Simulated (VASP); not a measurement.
# BN (R3m) in VASP: further runs

The runs below take BN through single point, with PBE+D3(BJ).

Program: VASP 6.6.1. These are calculated values, not measurements. Logs are shortened: lines on timing, memory, paths and dates and some standing lists are left out, and cuts for length are marked.

## 1. The cell of the first run

The structure is trigonal, space group R3m (No. 160). The conventional cell has a = 2.405 Å, b = 2.405 Å, c = 9.887 Å, α = 90.00°, β = 90.00°, γ = 120.00°. B (site symmetry 3m) has 3 N at 1.39 Å within 1.9 Å. N (site symmetry 3m) has 3 B at 1.39 Å within 1.9 Å.

## 2. Single point, PBE+D3(BJ) (atoms displaced along a vibrational mode, the cell strained)

File INCAR:

```
ALGO = Normal ; EDIFF = 1E-6
ENCUT = 600 ; GGA = PE
GGA_COMPAT = F ; ISIF = 2
ISMEAR = 0 ; IVDW = 12
LASPH = T ; LCHARG = F
LREAL = F ; LWAVE = F
NBANDS = 11 ; NELM = 120
PREC = Accurate ; SIGMA = 0.05
```

File KPOINTS:

```
k-points
0
Gamma
  12 12 12
```

File POSCAR:

```
BN
1.0
    1.2027024292      0.6943805712      3.2955578494
   -1.2027024292      0.6943805712      3.2955578494
    0.0000000000     -1.3887611425      3.2955578494
B N
1 1
Direct
    1.0021830937      1.0021830937      1.0021830937
    0.3308178201      0.3308178201      0.3308178201
```

Potentials or basis: VASP PAW PBE potentials, release 64 (B, N).

Started as:

```
cat potpaw_PBE.64/B/POTCAR potpaw_PBE.64/N/POTCAR > POTCAR
mpirun -np 1 vasp_std > vasp.out
```

OUTCAR:

```text
EDIFF = 1E-6
   ENCUT = 600
   GGA = PE
   ISIF = 2
   ISMEAR = 0
   IVDW = 12
   LASPH = T
   LREAL = F
   NELM = 120
   PREC = Accurate
 IVDW          = 12

 ion  position               nearest neighbor table
   1  0.002  0.002  0.002-   2 1.39   2 1.39   2 1.39
   2  0.331  0.331  0.331-   1 1.39   1 1.39   1 1.39

  LATTYP: Found a trigonal (rhomboedric) cell.
 ALAT       =     3.5762213368
 COS(alpha) =     0.7737974002

  Lattice vectors:

 A1 = (   1.2027024292,   0.6943805712,   3.2955578494)
 A2 = (  -1.2027024292,   0.6943805712,   3.2955578494)
 A3 = (   0.0000000000,  -1.3887611425,   3.2955578494)

Analysis of symmetry for initial positions (statically):
=====================================================================
 Subroutine PRICEL returns:
 Original cell was already a primitive cell.

 Routine SETGRP: Setting up the symmetry group for a
 trigonal (rhombohedral) supercell.

 Subroutine GETGRP returns: Found  6 space group operations
 (whereof  6 operations were pure point group operations)
 out of a pool of 12 trial point group operations.

The static configuration has the point symmetry C_3v.

Analysis of symmetry for dynamics (positions and initial velocities):
=====================================================================
 Subroutine PRICEL returns:
 Original cell was already a primitive cell.

 Routine SETGRP: Setting up the symmetry group for a
 trigonal (rhombohedral) supercell.

 Subroutine GETGRP returns: Found  6 space group operations
 (whereof  6 operations were pure point group operations)
 out of a pool of 12 trial point group operations.

The dynamic configuration has the point symmetry C_3v.

 Subroutine INISYM returns: Found  6 space group operations
 (whereof  6 operations are pure point group operations),
 and found     1 'primitive' translations

----------------------------------------------------------------------------------------

                                     Primitive cell

  volume of cell :      16.5134

  direct lattice vectors                    reciprocal lattice vectors
     1.202702429  0.694380571  3.295557849     0.415730432  0.240022077  0.101146255
    -1.202702429  0.694380571  3.295557849    -0.415730432  0.240022077  0.101146255
     0.000000000 -1.388761142  3.295557849     0.000000000 -0.480044153  0.101146255

  length of vectors
     3.576221337  3.576221337  3.576221337     0.490584298  0.490584298  0.490584298

  position of ions in fractional coordinates (direct lattice)
     0.002183094  0.002183094  0.002183094
     0.330817820  0.330817820  0.330817820

  ion indices of the primitive-cell ions
   primitive index   ion index
                 1           1
                 2           2

----------------------------------------------------------------------------------------

 KPOINTS: k-points

Automatic generation of k-mesh.
 Grid dimensions read from file:
 generate k-points for:   12   12   12

 Generating k-lattice:

  Cartesian coordinates                     Fractional coordinates (reciprocal lattice)
     0.034644203  0.020001840  0.008428855     0.083333333  0.000000000  0.000000000
    -0.034644203  0.020001840  0.008428855     0.000000000  0.083333333  0.000000000
     0.000000000 -0.040003679  0.008428855     0.000000000  0.000000000  0.083333333

  Length of vectors
     0.040882025  0.040882025  0.040882025

  Shift w.r.t. Gamma in fractional coordinates (k-lattice)
     0.000000000  0.000000000  0.000000000

 Subroutine IBZKPT returns following result:
 ===========================================

 Found    189 irreducible k-points:

 Following reciprocal coordinates:
            Coordinates               Weight
  0.000000  0.000000  0.000000      1.000000
  0.083333  0.000000  0.000000      6.000000
  0.166667  0.000000  0.000000      6.000000
  0.250000  0.000000  0.000000      6.000000
  0.333333  0.000000  0.000000      6.000000
  0.416667  0.000000  0.000000      6.000000
[... 16 lines left out ...]
  0.500000  0.166667  0.000000     12.000000
 -0.416667  0.166667 -0.000000     12.000000
 [... further k-points ...]
   k-points           NKPTS =    189   k-points in BZ     NKDIM =    189   number of bands    NBANDS=     11
   number of dos      NEDOS =    301   number of ions     NIONS =      2
   total plane-waves  NPLWV =  27000
   dimension x,y,z NGX =    30 NGY =   30 NGZ =   30
   dimension x,y,z NGXF=    60 NGYF=   60 NGZF=   60
   ions per type =               1   1
   NGX,Y,Z   is equivalent  to a cutoff of  13.95, 13.95, 13.95 a.u.
   NGXF,Y,Z  is equivalent  to a cutoff of  27.89, 27.89, 27.89 a.u.
 SYSTEM =  unknown system
   PREC   = accura    normal or accurate (medium, high low for compatibility)
   ISTART =      0    job   : 0-new  1-cont  2-samecut
   ICHARG =      2    charge: 1-file 2-atom 10-const
   ISPIN  =      1    spin polarized calculation?
   LNONCOLLINEAR =      F non collinear calculations
   LSORBIT =      F    spin-orbit coupling
   LASPH  =      T    aspherical Exc in radial PAW
   ENCUT  =  600.0 eV  44.10 Ry    6.64 a.u.   7.14  7.14  7.14*2*pi/ulx,y,z
   NELM   =    120;   NELMIN=  2; NELMDL= -5     # of ELM steps
   EDIFF  = 0.1E-05   stopping-criterion for ELM
   LREAL  =      F    real-space projection
   EDIFFG = 0.1E-04   stopping-criterion for IOM
   NSW    =      0    number of steps for IOM
   IBRION =     -1    ionic relax: 0-MD 1-quasi-New 2-CG
   NFREE  =      0    steps in history (QN), initial steepest desc. (CG)
   ISIF   =      2    stress and relaxation
   ISYM   =      2    0-nonsym 1-usesym 2-fastsym
   POTIM  = 0.5000    time-step for ionic-motion
   TEBEG  =    0.0;   TEEND  =   0.0 temperature during run
   PSTRESS=    0.0 pullay stress
   NELECT =       8.0000    total number of electrons
   NUPDOWN=      -1.0000    fix difference up-down
   EMIN   =  10.00;   EMAX   =-10.00  energy-range for DOS
   EFERMI =   0.00;   METHOD = LEGACY
   ISMEAR =     0;   SIGMA  =   0.05  broadening in eV -4-tet -1-fermi 0-gaus
   EFERMI_NEDOS =   21; number of points for ismear=-14 and -15
   IALGO  =     38    algorithm
   IMIX   =      4    mixing-type and parameters
     AMIX     =   0.40;   BMIX     =  1.00
     AMIX_MAG =   1.60;   BMIX_MAG =  1.00
  volume/ion in A,a.u.               =       8.26        55.72
  Fermi-wavevector in a.u.,A,eV,Ry     =   1.285759  2.429732 22.492822  1.653176
  Thomas-Fermi vector in A             =   2.417874
   LORBIT       =      0    0 simple, 1 ext, 2 COOP (PROOUT), +10 PAW based schemes
   GGA     = PE    functional components
   LHFCALC =     F    Hartree Fock is set to
   AEXX    =    0.0000 exact exchange contribution
   IVDW    =    12    specifies the selected vdW correction
   LEPSILON=     F    determine dielectric tensor
   LRPA    =     F    only Hartree local field effects (RPA)
 non-spin polarized calculation
 Gauss-broadening in eV      SIGMA  =   0.05
  energy-cutoff  :      600.00
  volume of cell :       16.51
 maximum number of plane-waves:       562
 NGX is ok and might be reduce to    30
   NGX = 15   NGY = 15   NGZ = 15

 number of electron       8.0000000 magnetization

 Free energy of the ion-electron system (eV)
  ---------------------------------------------------
  ext. energy  EPLUGINS =         0.00000000
  ---------------------------------------------------
  free energy    TOTEN  =       -17.32207118 eV

  energy without entropy =      -17.32207118  energy(sigma->0) =      -17.32207118

 E-fermi :   3.1489     XC(G=0): -10.3788

 val. band max:        2.8402467794   @ k =  -0.3333   0.3333   0.0000
 cond. band min:       7.3511971013   @ k =   0.5000   0.5000   0.0000
 fundamental gap:      4.5109503218
 Fermi energy:         3.1488596014

 k-point     1 :       0.0000    0.0000    0.0000
  band No.  band energies     occupation
      1     -15.6676      2.00000
      2      -1.8836      2.00000
      3       1.7389      2.00000
      4       1.7389      2.00000
      5       8.0578      0.00000
      6      15.5431      0.00000
      7      15.5431      0.00000
      8      17.4865      0.00000
      9      19.8493      0.00000
     10      30.8664      0.00000
     11      32.5231      0.00000

 k-point     2 :       0.0833    0.0000    0.0000
  band No.  band energies     occupation
      1     -15.5173      2.00000
      2      -1.7184      2.00000
      3       1.1408      2.00000
      4       1.4473      2.00000
      5       8.3435      0.00000
      6      15.4795      0.00000
      7      16.2078      0.00000
      8      16.9526      0.00000
      9      20.2976      0.00000
     10      30.4971      0.00000
     11      31.2871      0.00000

 k-point     3 :       0.1667    0.0000    0.0000
  band No.  band energies     occupation
      1     -15.0739      2.00000
      2      -1.2361      2.00000
      3      -0.3640      2.00000
      4       0.7412      2.00000
      5       9.1140      0.00000
      6      15.2352      0.00000
      7      15.6486      0.00000
      8      18.0106      0.00000
      9      21.3396      0.00000
     10      27.5612      0.00000
     11      29.9204      0.00000
[... 267 lines left out ...]
 k-point    23 :       0.5000    0.1667    0.0000
  band No.  band energies     occupation
      1     -12.1907      2.00000
      2      -5.6635      2.00000
      3      -2.5870      2.00000
      4       1.7905      2.00000
      5       8.9721      0.00000
      6      15.3133      0.00000
      7      17.1405      0.00000
      8      18.9959      0.00000
      9      21.0699      0.00000
     10      25.2738      0.00000
     11      28.3481      0.00000

 k-point    24 :      -0.4167    0.1667   -0.0000
  band No.  band energies     occupation
      1     -11.7994      2.00000
      2      -6.2500      2.00000
      3      -2.7685      2.00000
      4       2.4871      2.00000
      5       8.2714      0.00000
      6      15.4759      0.00000
      7      17.1905      0.00000
      8      18.0736      0.00000
      9      21.5276      0.00000
     10      26.2562      0.00000
     11      27.9181      0.00000

 [... further k-points ...]

------------------------ aborting loop because EDIFF is reached ----------------------------------------

 Edisp (eV)   -0.30748

 E8    (eV) :    -0.0901

  FORCE on cell =-STRESS in cart. coord.  units (eV):
  Direction    XX          YY          ZZ          XY          YZ          ZX
  --------------------------------------------------------------------------------------
  -------------------------------------------------------------------------------------
  Total       5.52930     5.52930    -0.10337     0.00000     0.00000     0.00000
  in kB     536.46917   536.46917   -10.02888     0.00000     0.00000     0.00000
  external pressure =      354.30 kB  Pullay stress =        0.00 kB

 VOLUME and BASIS-vectors are now :
 -----------------------------------------------------------------------------
  energy-cutoff  :      600.00
  volume of cell :       16.51
      direct lattice vectors                 reciprocal lattice vectors
     1.202702429  0.694380571  3.295557849     0.415730432  0.240022077  0.101146255
    -1.202702429  0.694380571  3.295557849    -0.415730432  0.240022077  0.101146255
     0.000000000 -1.388761142  3.295557849     0.000000000 -0.480044153  0.101146255

 POSITION                                       TOTAL-FORCE (eV/Angst)
 -----------------------------------------------------------------------------------
      0.00000     -0.00000      0.02158         0.000000      0.000000     -0.502577
      0.00000     -0.00000      3.27069         0.000000     -0.000000      0.502577
 -----------------------------------------------------------------------------------
    total drift:                               -0.000000      0.000000     -0.000376

  FREE ENERGIE OF THE ION-ELECTRON SYSTEM (eV)
  ---------------------------------------------------
  free  energy   TOTEN  =       -17.6295512726 eV

  energy  without entropy=      -17.6295512726  energy(sigma->0) =      -17.62955127
```

It took 52 s on 1 thread of Intel Xeon Platinum 8375C at 2.90GHz (Ice Lake), shared host; peak memory 0.2 GiB.

Results:

| Item | Value |
| --- | --- |
| Free energy | -17.6296 eV |
| Pressure | 35.4 GPa |
| Largest force | 0.503 eV/Å |
| Band gap on the k mesh | 4.51 eV (least direct gap 5.01 eV) |
| Dispersion energy per atom | -0.154 eV |

Forces in eV/Å, atoms in the order of the input:
```
B    0.000  0.000 -0.503
N    0.000  0.000  0.503
```

Caveat: the cell differs from its parent crystal (atoms displaced along a vibrational mode, the cell strained); the stress differs along the axes, from -1 to 54 GPa. A k mesh can miss the band edges.

(Part 1 of 2 ends here.)
